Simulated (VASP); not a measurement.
Set up this calculation in VASP 6.6.1, as the native input.

* Task: relaxation of cell and atoms
* Functional: PBEsol
* Potentials or basis: VASP PAW PBE potentials, release 64 (Cd, S)
* Cutoff: 600 eV
* k mesh: 6 × 6 × 4
* Occupations: gaussian, width 0.01 eV
* Spin: no spin polarisation
* Target pressure: -2 GPa
* Dipole correction: no
* Further INCAR settings: ALGO = Normal; EDIFF = 1e-07; IBRION = 2; EDIFFG = -0.002; NSW = 100; ISIF = 3

The structure of CdS lies in POSCAR:

```
CdS
1.0
    4.1238575649      0.0000000000      0.0000000000
   -2.0619287824      3.5713654128      0.0000000000
    0.0000000000      0.0000000000      6.7096909191
Cd S
2 2
Direct
    0.3333333333      0.6666666667     -0.0007769940
    0.6666666667      0.3333333333      0.4992230060
    0.3333333333      0.6666666667      0.3757769940
    0.6666666667      0.3333333333      0.8757769940
```

The input as run:

INCAR

```
PREC = Accurate
ENCUT = 600
EDIFF = 1E-7
ISMEAR = 0
SIGMA = 0.01
LREAL = False
LASPH = True
NELM = 60
ALGO = Normal
ISIF = 3
LWAVE = False
LCHARG = False
GGA = PS
IBRION = 2
NSW = 100
EDIFFG = -0.002
PSTRESS = -20.0
```

KPOINTS

```
Automatic mesh
0
Gamma
  6 6 4
```

Potentials or basis: VASP PAW PBE potentials, release 64 (Cd, S).

The run is started by

```sh
$ cat potpaw_PBE.64/Cd/POTCAR potpaw_PBE.64/S/POTCAR > POTCAR
$ mpirun -np 1 vasp_std > vasp.out
```

It gave:

```json
{
  "Relaxed volume": "25.75 Å³/atom",
  "Relaxed cell": "a = 4.181 Å, b = 4.181 Å, c = 6.802 Å, α = 90.00°, β = 90.00°, γ = 120.00°",
  "Space group after relaxing (to 0.1 Å)": "P6_3mc (No. 186)",
  "Energy change on relaxing (the run minimises the enthalpy)": "+5.6 meV/atom",
  "Ionic steps": "5",
  "Pressure after relaxing": "-2.0 GPa",
  "Band gap on the k mesh": "1.00 eV"
}
```

Caveat: the cell is relaxed towards a set pressure, so the run minimises the enthalpy, not the energy; the PAW data sets were made with another functional, which shifts forces and pressure a little.

It took 6.2 min on 1 thread of Intel Xeon 8259CL, with other jobs on the host, peak memory 0.29 GiB.
